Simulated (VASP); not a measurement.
# Te (P3_121) in VASP: a series of runs

Runs on Te. Level: LDA. Tasks: single point.

All numbers are computed with VASP 6.6.1; they aren't measurements. Logs are shortened: lines on timing, memory, paths and dates and some standing lists are left out, and cuts for length are marked.

**1. The cell of the first run**

It takes space group P3_121 (No. 152, trigonal). The conventional cell has a = 4.545 Å, b = 4.545 Å, c = 6.041 Å, α = 90.00°, β = 90.00°, γ = 120.00°. Within 3.7 Å of Te (site symmetry 2) lie 6 Te at 2.84 to 3.60 Å.

**2. Single point, LDA (volume scaled by 1.06)**

Input file INCAR:

```
ALGO     = Normal         # electronic algorithm
EDIFF    = 1E-6           # SCF threshold, eV
ENCUT    = 520            # plane-wave cutoff, eV
ISIF     = 2              # what is computed and relaxed
ISMEAR   = -1             # smearing method
LASPH    = True           # aspherical terms in the spheres
LCHARG   = True           # write CHGCAR
LELF     = True           # ELF
LREAL    = False          # projectors in reciprocal space
LVHAR    = True         
LWAVE    = False          # write WAVECAR
NBANDS   = 16             # bands
NELM     = 60             # most SCF steps
PREC     = Accurate       # precision mode
SIGMA    = 0.08           # smearing width, eV
```

Input file KPOINTS:

```
k-points
0
Gamma
  9 9 6
```

Input file POSCAR:

```
Te
1.0
    4.5454334104      0.0000000000      0.0000000000
   -2.2727167053      3.9364608047      0.0000000000
    0.0000000000      0.0000000000      6.0412059728
Te
3
Direct
    0.7450000000      0.0000000000      0.3333333333
    0.0000000000      0.7450000000      0.6666666667
    0.2550000000      0.2550000000      0.0000000000
```

Potentials or basis: VASP PAW LDA potentials, release 64 (Te).

Launch:

```bash
$ cat potpaw_LDA.64/Te/POTCAR > POTCAR
$ mpirun -np 1 vasp_std > vasp.out
```

OUTCAR:

```text
EDIFF = 1E-6
   ENCUT = 520
   ISIF = 2
   ISMEAR = -1
   LASPH = True
   LREAL = False
   NELM = 60
   PREC = Accurate

 ion  position               nearest neighbor table
   1  0.745  0.000  0.333-   3 2.84   2 2.84   3 3.60   3 3.60   2 3.60   2 3.60
   2  0.000  0.745  0.667-   3 2.84   1 2.84   3 3.60   3 3.60   1 3.60   1 3.60
   3  0.255  0.255  0.000-   1 2.84   2 2.84   2 3.60   1 3.60   1 3.60   2 3.60

  LATTYP: Found a hexagonal cell.
 ALAT       =     4.5454334104
 C/A-ratio  =     1.3290714938

  Lattice vectors:

 A1 = (   4.5454334104,   0.0000000000,   0.0000000000)
 A2 = (  -2.2727167053,   3.9364608047,   0.0000000000)
 A3 = (   0.0000000000,   0.0000000000,   6.0412059728)

Analysis of symmetry for initial positions (statically):
=====================================================================
 Subroutine PRICEL returns:
 Original cell was already a primitive cell.

 Routine SETGRP: Setting up the symmetry group for a
 hexagonal supercell.

 Subroutine GETGRP returns: Found  6 space group operations
 (whereof  2 operations were pure point group operations)
 out of a pool of 24 trial point group operations.

The static configuration has the point symmetry C_2 .
 The point group associated with its full space group is D_3 .

Analysis of symmetry for dynamics (positions and initial velocities):
=====================================================================
 Subroutine PRICEL returns:
 Original cell was already a primitive cell.

 Routine SETGRP: Setting up the symmetry group for a
 hexagonal supercell.

 Subroutine GETGRP returns: Found  6 space group operations
 (whereof  2 operations were pure point group operations)
 out of a pool of 24 trial point group operations.

The dynamic configuration has the point symmetry C_2 .
 The point group associated with its full space group is D_3 .

 Subroutine INISYM returns: Found  6 space group operations
 (whereof  2 operations are pure point group operations),
 and found     1 'primitive' translations

----------------------------------------------------------------------------------------

                                     Primitive cell

  volume of cell :     108.0948

  direct lattice vectors                    reciprocal lattice vectors
     4.545433410  0.000000000  0.000000000     0.220001023  0.127017650  0.000000000
    -2.272716705  3.936460805  0.000000000     0.000000000  0.254035300  0.000000000
     0.000000000  0.000000000  6.041205973     0.000000000  0.000000000  0.165529863

  length of vectors
     4.545433410  4.545433411  6.041205973     0.254035300  0.254035300  0.165529863

  position of ions in fractional coordinates (direct lattice)
     0.745000000  0.000000000  0.333333333
     0.000000000  0.745000000  0.666666667
     0.255000000  0.255000000  0.000000000

  ion indices of the primitive-cell ions
   primitive index   ion index
                 1           1
                 2           2
                 3           3

----------------------------------------------------------------------------------------

 KPOINTS: k-points

Automatic generation of k-mesh.
 Grid dimensions read from file:
 generate k-points for:    9    9    6

 Generating k-lattice:

  Cartesian coordinates                     Fractional coordinates (reciprocal lattice)
     0.024444558  0.014113072  0.000000000     0.111111111 -0.000000000  0.000000000
     0.000000000  0.028226144  0.000000000     0.000000000  0.111111111  0.000000000
     0.000000000  0.000000000  0.027588311     0.000000000  0.000000000  0.166666667

  Length of vectors
     0.028226144  0.028226144  0.027588311

  Shift w.r.t. Gamma in fractional coordinates (k-lattice)
     0.000000000  0.000000000  0.000000000

 Subroutine IBZKPT returns following result:
 ===========================================

 Found     62 irreducible k-points:

 Following reciprocal coordinates:
            Coordinates               Weight
  0.000000  0.000000  0.000000      1.000000
  0.111111  0.000000  0.000000      6.000000
  0.222222  0.000000  0.000000      6.000000
  0.333333  0.000000  0.000000      6.000000
  0.444444  0.000000  0.000000      6.000000
  0.111111  0.111111  0.000000      6.000000
[... 16 lines left out ...]
  0.222222  0.111111  0.166667     12.000000
 -0.111111  0.333333  0.166667     12.000000
 [... further k-points ...]
   k-points           NKPTS =     62   k-points in BZ     NKDIM =     62   number of bands    NBANDS=     16
   number of dos      NEDOS =    301   number of ions     NIONS =      3
   total plane-waves  NPLWV =  62208
   dimension x,y,z NGX =    36 NGY =   36 NGZ =   48
   dimension x,y,z NGXF=    72 NGYF=   72 NGZF=   96
   ions per type =               3
   NGX,Y,Z   is equivalent  to a cutoff of  13.17, 13.17, 13.21 a.u.
   NGXF,Y,Z  is equivalent  to a cutoff of  26.33, 26.33, 26.42 a.u.
 SYSTEM =  unknown system
   PREC   = accura    normal or accurate (medium, high low for compatibility)
   ISTART =      0    job   : 0-new  1-cont  2-samecut
   ICHARG =      2    charge: 1-file 2-atom 10-const
   ISPIN  =      1    spin polarized calculation?
   LNONCOLLINEAR =      F non collinear calculations
   LSORBIT =      F    spin-orbit coupling
   LASPH  =      T    aspherical Exc in radial PAW
   ENCUT  =  520.0 eV  38.22 Ry    6.18 a.u.   8.45  8.45 11.23*2*pi/ulx,y,z
   NELM   =     60;   NELMIN=  2; NELMDL= -5     # of ELM steps
   EDIFF  = 0.1E-05   stopping-criterion for ELM
   LREAL  =      F    real-space projection
   EDIFFG = 0.1E-04   stopping-criterion for IOM
   NSW    =      0    number of steps for IOM
   IBRION =     -1    ionic relax: 0-MD 1-quasi-New 2-CG
   NFREE  =      0    steps in history (QN), initial steepest desc. (CG)
   ISIF   =      2    stress and relaxation
   ISYM   =      2    0-nonsym 1-usesym 2-fastsym
   POTIM  = 0.5000    time-step for ionic-motion
   TEBEG  =    0.0;   TEEND  =   0.0 temperature during run
   PSTRESS=    0.0 pullay stress
   NELECT =      18.0000    total number of electrons
   NUPDOWN=      -1.0000    fix difference up-down
   EMIN   =  10.00;   EMAX   =-10.00  energy-range for DOS
   EFERMI =   0.00;   METHOD = LEGACY
   ISMEAR =    -1;   SIGMA  =   0.08  broadening in eV -4-tet -1-fermi 0-gaus
   EFERMI_NEDOS =   21; number of points for ismear=-14 and -15
   IALGO  =     38    algorithm
   IMIX   =      4    mixing-type and parameters
     AMIX     =   0.40;   BMIX     =  1.00
     AMIX_MAG =   1.60;   BMIX_MAG =  1.00
  volume/ion in A,a.u.               =      36.03       243.15
  Fermi-wavevector in a.u.,A,eV,Ry     =   0.900667  1.702013 11.037050  0.811200
  Thomas-Fermi vector in A             =   2.023652
   LORBIT       =      0    0 simple, 1 ext, 2 COOP (PROOUT), +10 PAW based schemes
   GGA     = CA    functional components
   LHFCALC =     F    Hartree Fock is set to
   AEXX    =    0.0000 exact exchange contribution
   IVDW    =     0    specifies the selected vdW correction
   LEPSILON=     F    determine dielectric tensor
   LRPA    =     F    only Hartree local field effects (RPA)
 non-spin polarized calculation
  energy-cutoff  :      520.00
  volume of cell :      108.09
 maximum number of plane-waves:      2945
 NGX is ok and might be reduce to    36
   NGX = 17   NGY = 17   NGZ = 23

 number of electron      18.0000000 magnetization

 Free energy of the ion-electron system (eV)
  ---------------------------------------------------
  ext. energy  EPLUGINS =         0.00000000
  ---------------------------------------------------
  free energy    TOTEN  =       -11.23562057 eV

  energy without entropy =      -11.23306696  energy(sigma->0) =      -11.23434376

 E-fermi :   5.1311     XC(G=0):  -9.0391

 val. band max:        5.0833757620   @ k =   0.3333   0.3333   0.5000
 cond. band min:       5.6429212057   @ k =   0.2222   0.0000   0.1667
 fundamental gap:      0.5595454436
 Fermi energy:         5.1310918083

 k-point     1 :       0.0000    0.0000    0.0000
  band No.  band energies     occupation
      1      -8.3124      2.00000
      2      -5.1941      2.00000
      3      -5.1941      2.00000
      4       2.1278      2.00000
      5       2.2449      2.00000
      6       2.2449      2.00000
[... 8 lines left out ...]
     15      10.5536      0.00000
     16      11.4700      0.00000

 k-point     2 :       0.1111    0.0000    0.0000
  band No.  band energies     occupation
      1      -8.2418      2.00000
      2      -5.2187      2.00000
      3      -5.1748      2.00000
      4       1.5374      2.00000
      5       1.9221      2.00000
      6       2.2438      2.00000
[... 8 lines left out ...]
     15      10.9525      0.00000
     16      11.3877      0.00000

 k-point     3 :       0.2222    0.0000    0.0000
  band No.  band energies     occupation
      1      -8.0430      2.00000
      2      -5.3160      2.00000
      3      -5.1230      2.00000
      4       0.8442      2.00000
      5       1.4420      2.00000
      6       1.9947      2.00000
[... 8 lines left out ...]
     15      11.3772      0.00000
     16      11.8231      0.00000

 k-point     4 :       0.3333    0.0000    0.0000
  band No.  band energies     occupation
      1      -7.7650      2.00000
      2      -5.5096      2.00000
      3      -5.0593      2.00000
      4       0.4760      2.00000
      5       1.0593      2.00000
      6       1.7618      2.00000
[... 8 lines left out ...]
     15      12.1000      0.00000
     16      12.6139      0.00000
[... 324 lines left out ...]
 k-point    22 :       0.1111    0.1111    0.1667
  band No.  band energies     occupation
      1      -8.0147      2.00000
      2      -5.9883      2.00000
      3      -4.4608      2.00000
      4       1.1018      2.00000
      5       1.3857      2.00000
      6       2.2851      2.00000
[... 8 lines left out ...]
     15      11.1840      0.00000
     16      11.4032      0.00000

 k-point    23 :       0.2222    0.1111    0.1667
  band No.  band energies     occupation
      1      -7.7756      2.00000
      2      -5.9555      2.00000
      3      -4.6086      2.00000
      4       0.5636      2.00000
      5       0.9419      2.00000
      6       1.9964      2.00000
[... 8 lines left out ...]
     15      11.8690      0.00000
     16      12.5158      0.00000

 k-point    24 :      -0.1111    0.3333    0.1667
  band No.  band energies     occupation
      1      -7.7810      2.00000
      2      -5.9050      2.00000
      3      -4.6903      2.00000
      4       0.7388      2.00000
      5       1.1284      2.00000
      6       2.1313      2.00000
[... 8 lines left out ...]
     15      11.5635      0.00000
     16      11.8650      0.00000

 [... further k-points ...]
[... 5 lines left out ...]
  --------------------------------------------------------------------------------------
  -------------------------------------------------------------------------------------
  Total       -1.6929451     -1.6929451     -2.1964889      0.0000000      0.0000000     -0.0000000
  in kB      -25.0927693    -25.0927693    -32.5562754      0.0000000      0.0000000     -0.0000000
  external PRESSURE =     -27.5806047 kB  Pullay stress =       0.0000000 kB

 VOLUME and BASIS-vectors are now :
 -----------------------------------------------------------------------------
  energy-cutoff  :      520.00
  volume of cell :      108.09
      direct lattice vectors                 reciprocal lattice vectors
     4.545433410  0.000000000  0.000000000     0.220001023  0.127017650  0.000000000
    -2.272716705  3.936460805  0.000000000     0.000000000  0.254035300  0.000000000
     0.000000000  0.000000000  6.041205973     0.000000000  0.000000000  0.165529863

 POSITION                                       TOTAL-FORCE (eV/Angst)
 -----------------------------------------------------------------------------------
      3.38635      0.00000      2.01374        -0.139681      0.000000     -0.000000
     -1.69317      2.93266      4.02747         0.069841     -0.120967      0.000000
      0.57954      1.00380      0.00000         0.069841      0.120967      0.000000
 -----------------------------------------------------------------------------------
    total drift:                                0.000000      0.000000     -0.000000

  FREE ENERGIE OF THE ION-ELECTRON SYSTEM (eV)
  ---------------------------------------------------
  free  energy   TOTEN  =       -11.2356205732 eV

  energy  without entropy=      -11.2330669551  energy(sigma->0) =      -11.23434376
```

It took 77 s on 1 thread of Intel Xeon Platinum 8259CL at 2.50GHz (Skylake/Cascade Lake), shared host; peak memory 0.24 GiB.

What came out:

```yaml
Free_energy: -11.2356 eV
Pressure: -2.8 GPa
Largest_force: 0.140 eV/Å
```

Forces on the atoms (eV/Å):
```
Te  -0.140  0.000  0.000
Te   0.070 -0.121  0.000
Te   0.070  0.121  0.000
```

Stress tensor (GPa, compression positive):
```
-2.51  0.00  0.00
 0.00 -2.51  0.00
 0.00  0.00 -3.26
```

Levels at points of the mesh, in eV from the Fermi level:
```csv
k point,band 5,band 6,band 7,band 8,band 9,band 10,band 11,band 12,band 13,band 14
"(0.00, 0.00, 0.00)",-2.89,-2.89,-1.59,-1.59,-0.63,0.89,0.89,1.59,4.84,4.84
"(0.00, 0.00, 0.50)",-2.60,-2.60,-1.31,-1.10,-1.10,0.52,0.60,0.60,4.08,5.39
```

Caveat: spin-orbit coupling is left out, which moves the levels of the heavy elements.

**3. Single point, LDA (equal xx and yy strain of +3 %)**

Input file INCAR:

```
SYSTEM = Te
PREC = Accurate
ENCUT = 520
EDIFF = 1E-6
ISMEAR = -1
SIGMA = 0.08
LREAL = .False.
LASPH = .True.
NELM = 60
ALGO = Normal
ISIF = 2
LWAVE = .False.
LCHARG = .False.
GGA = CA
NBANDS = 16
```

Input file KPOINTS:

```
Automatic mesh
0
Gamma
  9 9 6
  0 0 0
```

Input file POSCAR:

```
Te
1.0
    4.5917394425      0.0000000000      0.0000000000
   -2.2958697213      3.9765630047      0.0000000000
    0.0000000000      0.0000000000      5.9250000000
Te
3
Direct
    0.7450000000      0.0000000000      0.3333333333
    0.0000000000      0.7450000000      0.6666666667
    0.2550000000      0.2550000000      0.0000000000
```

Potentials or basis: VASP PAW LDA potentials, release 64 (Te).

Launch:

```bash
$ cat potpaw_LDA.64/Te/POTCAR > POTCAR
$ mpirun -np 1 vasp_std > vasp.out
```

Run time: 56 s. Hardware: 1 thread of Intel Xeon Platinum 8375C at 2.90GHz (Ice Lake), shared host; peak memory 0.24 GiB.

It converged, with:

```
Free energy            : -11.2385 eV
Pressure               : -2.4 GPa
Largest force          : 0.165 eV/Å
Band gap on the k mesh : 0.25 eV, direct
```

Forces on the atoms (eV/Å):
```
Te  -0.165  0.000  0.000
Te   0.083 -0.143  0.000
Te   0.083  0.143  0.000
```

Levels at points of the mesh, in eV from the valence-band top:
```
           k point  band 7  band 8  band 9  band 10  band 11  band 12
(0.00, 0.00, 0.00)   -1.55   -1.55   -0.56     1.06     1.06     1.61
(0.00, 0.00, 0.50)   -1.21   -1.08   -1.08     0.65     0.65     0.66
```

Caveat: the cell differs from its parent crystal (equal xx and yy strain of +3 %); spin-orbit coupling is left out, which moves the levels of the heavy elements. A k mesh can miss the band edges.
